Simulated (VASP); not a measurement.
A run of VASP 6.6.1:

File POSCAR:

```
Ir
1.0
    0.0000000000      1.9228496764      1.9228496764
    1.9228496764      0.0000000000      1.9228496764
    1.9228496764      1.9228496764      0.0000000000
Ir
1
Direct
    0.0000000000      0.0000000000      0.0000000000
```

INCAR.step1

```
PREC = Accurate
ENCUT = 550
ISMEAR = 0
SIGMA = 0.03
LREAL = F
LASPH = T
NELM = 120
NBANDS = 14
GGA = PE
ALGO = Normal
EDIFF = 1E-5
LWAVE = T
LCHARG = F
GGA_COMPAT = F
```

The input INCAR.step2:

```
PREC = Accurate
ENCUT = 550
EDIFF = 1E-6
ISMEAR = 0
SIGMA = 0.03
LREAL = F
LASPH = T
NELM = 120
ALGO = Normal
ISIF = 2
LWAVE = F
LCHARG = F
METAGGA = R2SCAN
LMIXTAU = T
NBANDS = 14
ISTART = 1
GGA_COMPAT = F
```

KPOINTS

```
Automatic mesh
0
Gamma
  14 14 14
```

Potentials or basis: VASP PAW PBE potentials, release 64 (Ir_sv_GW).

Launch:

```console
$ cat potpaw_PBE.64/Ir_sv_GW/POTCAR > POTCAR
$ cp INCAR.step1 INCAR
$ mpirun -np 1 vasp_std > vasp.out
$ cp INCAR.step2 INCAR
$ mpirun -np 1 vasp_std > vasp.out
```

Hardware: 1 thread of Intel(R) Xeon(R) 6975P-C (Granite Rapids) (shared host).

Task: Estimate the wall time of this run.

Result: Wall time 39 s on 1 thread of Intel(R) Xeon(R) 6975P-C (Granite Rapids), with other jobs on the host, peak memory 0.16 GiB. Counts: k points 104.
